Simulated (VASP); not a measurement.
# Mo (Im-3m) in VASP: further runs, part 2 of 3

VASP 6.6.1.

### 3 Single point, PBE

This run uses another cell than the first one, of 15.79 Å³/atom, 1.030 times its volume.

Input file INCAR:

```
PREC = Accurate
ENCUT = 520
EDIFF = 1E-6
ISMEAR = 1
SIGMA = 0.1
LREAL = F
LASPH = T
NELM = 100
ALGO = Normal
ISIF = 2
LWAVE = F
LCHARG = T
GGA = PE
LELF = T
LVHAR = T
NBANDS = 13
```

Input file KPOINTS:

```
regular mesh
0
Gamma
  24 24 24
```

Input file POSCAR:

```
Mo
1.0
   -1.5803854803      1.5803854803      1.5803854803
    1.5803854803     -1.5803854803      1.5803854803
    1.5803854803      1.5803854803     -1.5803854803
Mo
1
Direct
    0.0000000000      0.0000000000      0.0000000000
```

Potentials or basis: VASP PAW PBE potentials, release 64 (Mo_sv).

Run with:

```
> cat potpaw_PBE.64/Mo_sv/POTCAR > POTCAR
> mpirun -np 1 vasp_std > vasp.out
```

OUTCAR:

```text
PREC = Accurate
   ENCUT = 520
   EDIFF = 1E-6
   ISMEAR = 1
   LREAL = F
   LASPH = T
   NELM = 100
   ISIF = 2
   GGA = PE

 ion  position               nearest neighbor table
   1  0.000  0.000  0.000-

  LATTYP: Found a body centered cubic cell.
 ALAT       =     3.1607709606

  Lattice vectors:

 A1 = (  -1.5803854803,   1.5803854803,   1.5803854803)
 A2 = (   1.5803854803,  -1.5803854803,   1.5803854803)
 A3 = (   1.5803854803,   1.5803854803,  -1.5803854803)

Analysis of symmetry for initial positions (statically):
=====================================================================
 Subroutine PRICEL returns:
 Original cell was already a primitive cell.

 Routine SETGRP: Setting up the symmetry group for a
 body centered cubic supercell.

 Subroutine GETGRP returns: Found 48 space group operations
 (whereof 48 operations were pure point group operations)
 out of a pool of 48 trial point group operations.

The static configuration has the point symmetry O_h .

Analysis of symmetry for dynamics (positions and initial velocities):
=====================================================================
 Subroutine PRICEL returns:
 Original cell was already a primitive cell.

 Routine SETGRP: Setting up the symmetry group for a
 body centered cubic supercell.

 Subroutine GETGRP returns: Found 48 space group operations
 (whereof 48 operations were pure point group operations)
 out of a pool of 48 trial point group operations.

The dynamic configuration has the point symmetry O_h .

 Subroutine INISYM returns: Found 48 space group operations
 (whereof 48 operations are pure point group operations),
 and found     1 'primitive' translations

----------------------------------------------------------------------------------------

                                     Primitive cell

  volume of cell :      15.7888

  direct lattice vectors                    reciprocal lattice vectors
    -1.580385480  1.580385480  1.580385480     0.000000000  0.316378508  0.316378508
     1.580385480 -1.580385480  1.580385480     0.316378508  0.000000000  0.316378508
     1.580385480  1.580385480 -1.580385480     0.316378508  0.316378508  0.000000000

  length of vectors
     2.737307947  2.737307947  2.737307947     0.447426777  0.447426777  0.447426777

  position of ions in fractional coordinates (direct lattice)
     0.000000000  0.000000000  0.000000000

  ion indices of the primitive-cell ions
   primitive index   ion index
                 1           1

----------------------------------------------------------------------------------------

 KPOINTS: regular mesh

Automatic generation of k-mesh.
 Grid dimensions read from file:
 generate k-points for:   24   24   24

 Generating k-lattice:

  Cartesian coordinates                     Fractional coordinates (reciprocal lattice)
     0.000000000  0.013182438  0.013182438     0.041666667  0.000000000  0.000000000
     0.013182438  0.000000000  0.013182438     0.000000000  0.041666667  0.000000000
     0.013182438  0.013182438  0.000000000     0.000000000  0.000000000  0.041666667

  Length of vectors
     0.018642782  0.018642782  0.018642782

  Shift w.r.t. Gamma in fractional coordinates (k-lattice)
     0.000000000  0.000000000  0.000000000

 Subroutine IBZKPT returns following result:
 ===========================================

 Found    413 irreducible k-points:

 Following reciprocal coordinates:
            Coordinates               Weight
  0.000000  0.000000  0.000000      1.000000
  0.041667  0.000000  0.000000     12.000000
  0.083333  0.000000  0.000000     12.000000
  0.125000  0.000000  0.000000     12.000000
  0.166667  0.000000  0.000000     12.000000
  0.208333  0.000000  0.000000     12.000000
[... 16 lines left out ...]
  0.416667  0.041667  0.000000     48.000000
  0.458333  0.041667  0.000000     48.000000
 [... further k-points ...]
   k-points           NKPTS =    413   k-points in BZ     NKDIM =    413   number of bands    NBANDS=     13
   number of dos      NEDOS =    301   number of ions     NIONS =      1
   total plane-waves  NPLWV =   8000
   dimension x,y,z NGX =    20 NGY =   20 NGZ =   20
   dimension x,y,z NGXF=    40 NGYF=   40 NGZF=   40
   ions per type =               1
   NGX,Y,Z   is equivalent  to a cutoff of  12.15, 12.15, 12.15 a.u.
   NGXF,Y,Z  is equivalent  to a cutoff of  24.29, 24.29, 24.29 a.u.
 SYSTEM =  unknown system
   PREC   = accura    normal or accurate (medium, high low for compatibility)
   ISTART =      0    job   : 0-new  1-cont  2-samecut
   ICHARG =      2    charge: 1-file 2-atom 10-const
   ISPIN  =      1    spin polarized calculation?
   LNONCOLLINEAR =      F non collinear calculations
   LSORBIT =      F    spin-orbit coupling
   LASPH  =      T    aspherical Exc in radial PAW
   ENCUT  =  520.0 eV  38.22 Ry    6.18 a.u.   5.09  5.09  5.09*2*pi/ulx,y,z
   NELM   =    100;   NELMIN=  2; NELMDL= -5     # of ELM steps
   EDIFF  = 0.1E-05   stopping-criterion for ELM
   LREAL  =      F    real-space projection
   EDIFFG = 0.1E-04   stopping-criterion for IOM
   NSW    =      0    number of steps for IOM
   IBRION =     -1    ionic relax: 0-MD 1-quasi-New 2-CG
   NFREE  =      0    steps in history (QN), initial steepest desc. (CG)
   ISIF   =      2    stress and relaxation
   ISYM   =      2    0-nonsym 1-usesym 2-fastsym
   POTIM  = 0.5000    time-step for ionic-motion
   TEBEG  =    0.0;   TEEND  =   0.0 temperature during run
   PSTRESS=    0.0 pullay stress
   NELECT =      14.0000    total number of electrons
   NUPDOWN=      -1.0000    fix difference up-down
   EMIN   =  10.00;   EMAX   =-10.00  energy-range for DOS
   EFERMI =   0.00;   METHOD = LEGACY
   ISMEAR =     1;   SIGMA  =   0.10  broadening in eV -4-tet -1-fermi 0-gaus
   EFERMI_NEDOS =   21; number of points for ismear=-14 and -15
   IALGO  =     38    algorithm
   IMIX   =      4    mixing-type and parameters
     AMIX     =   0.40;   BMIX     =  1.00
     AMIX_MAG =   1.60;   BMIX_MAG =  1.00
  volume/ion in A,a.u.               =      15.79       106.55
  Fermi-wavevector in a.u.,A,eV,Ry     =   1.572779  2.972122 33.655848  2.473635
  Thomas-Fermi vector in A             =   2.674163
   LORBIT       =      0    0 simple, 1 ext, 2 COOP (PROOUT), +10 PAW based schemes
   GGA     = PE    functional components
   LHFCALC =     F    Hartree Fock is set to
   AEXX    =    0.0000 exact exchange contribution
   IVDW    =     0    specifies the selected vdW correction
   LEPSILON=     F    determine dielectric tensor
   LRPA    =     F    only Hartree local field effects (RPA)
 non-spin polarized calculation
 Methfessel and Paxton  Order N= 1 SIGMA  =   0.10
  energy-cutoff  :      520.00
  volume of cell :       15.79
 maximum number of plane-waves:       438
   NGX = 11   NGY = 11   NGZ = 11

 number of electron      14.0000004 magnetization

 Free energy of the ion-electron system (eV)
  ---------------------------------------------------
  ext. energy  EPLUGINS =         0.00000000
  ---------------------------------------------------
  free energy    TOTEN  =       -10.93472532 eV

  energy without entropy =      -10.93434136  energy(sigma->0) =      -10.93459734

 E-fermi :  12.4856     XC(G=0): -13.3346

 val. band max:       12.4844107933   @ k =  -0.2083   0.2500   0.0833
 cond. band min:      12.4898600834   @ k =   0.1250   0.0833   0.0000
 fundamental gap:      0.0054492901
 Fermi energy:        12.4855895091

 k-point     1 :       0.0000    0.0000    0.0000
  band No.  band energies     occupation
      1     -48.8492      2.00000
      2     -22.1381      2.00000
      3     -22.1381      2.00000
      4     -22.1381      2.00000
      5       5.2305      2.00000
      6      11.0864      2.00000
      7      11.0864      2.00000
      8      11.0864      2.00000
      9      14.0756     -0.00000
     10      14.0756     -0.00000
     11      27.2501      0.00000
     12      27.2501      0.00000
     13      27.2501      0.00000

 k-point     2 :       0.0417    0.0000    0.0000
  band No.  band energies     occupation
      1     -48.8450      2.00000
      2     -22.1628      2.00000
      3     -22.1457      2.00000
      4     -22.1382      2.00000
      5       5.3072      2.00000
      6      11.0431      2.00000
      7      11.0801      2.00000
      8      11.1577      2.00000
      9      14.0096     -0.00000
     10      14.0766     -0.00000
     11      27.3086      0.00000
[... 339 lines left out ...]
 k-point    24 :       0.4583    0.0417    0.0000
  band No.  band energies     occupation
      1     -48.5949      2.00000
      2     -23.4819      2.00000
      3     -22.5760      2.00000
      4     -22.1587      2.00000
      5       7.2282      2.00000
      6       9.1008      2.00000
      7      13.6102     -0.00000
      8      14.0935     -0.00000
      9      14.9276      0.00000
     10      17.2042      0.00000
     11      23.9297      0.00000
     12      24.5030      0.00000
     13      29.6121      0.00000

 [... further k-points ...]
[... 5 lines left out ...]
  --------------------------------------------------------------------------------------
  -------------------------------------------------------------------------------------
  Total        0.0493340      0.0493340      0.0493340      0.0000000      0.0000000      0.0000000
  in kB        5.0061978      5.0061978      5.0061978      0.0000000      0.0000000      0.0000000
  external PRESSURE =       5.0061978 kB  Pullay stress =       0.0000000 kB

 VOLUME and BASIS-vectors are now :
 -----------------------------------------------------------------------------
  energy-cutoff  :      520.00
  volume of cell :       15.79
      direct lattice vectors                 reciprocal lattice vectors
    -1.580385480  1.580385480  1.580385480     0.000000000  0.316378508  0.316378508
     1.580385480 -1.580385480  1.580385480     0.316378508  0.000000000  0.316378508
     1.580385480  1.580385480 -1.580385480     0.316378508  0.316378508  0.000000000

 POSITION                                       TOTAL-FORCE (eV/Angst)
 -----------------------------------------------------------------------------------
      0.00000      0.00000      0.00000        -0.000000      0.000000     -0.000000
 -----------------------------------------------------------------------------------
    total drift:                                0.000000      0.000000      0.000000

  FREE ENERGIE OF THE ION-ELECTRON SYSTEM (eV)
  ---------------------------------------------------
  free  energy   TOTEN  =       -10.9347253245 eV

  energy  without entropy=      -10.9343413610  energy(sigma->0) =      -10.93459734
```

stdout:

```text
POSCAR found type information on POSCAR Mo
 POSCAR found :  1 types and       1 ions
 scaLAPACK will be used
 LDA part: xc-table for (Slater+PW92), standard interpolation
 POSCAR, INCAR and KPOINTS ok, starting setup
 FFT: planning ... GRIDC
 FFT: planning ... GRID_SOFT
 FFT: planning ... GRID
 WAVECAR not read
 entering main loop
```

Wall time 89 s (1 thread of Intel Xeon 8259CL, shared host); peak memory 0.19 GiB.

Results:

| Item | Value |
| --- | --- |
| Free energy | -10.9347 eV |
| Pressure | 0.5 GPa |
| Band gap on the k mesh | zero (band 7 reaches 16.35 eV, above the bottom of band 8 at 11.09 eV) |

(Part 2 of 3 ends here.)
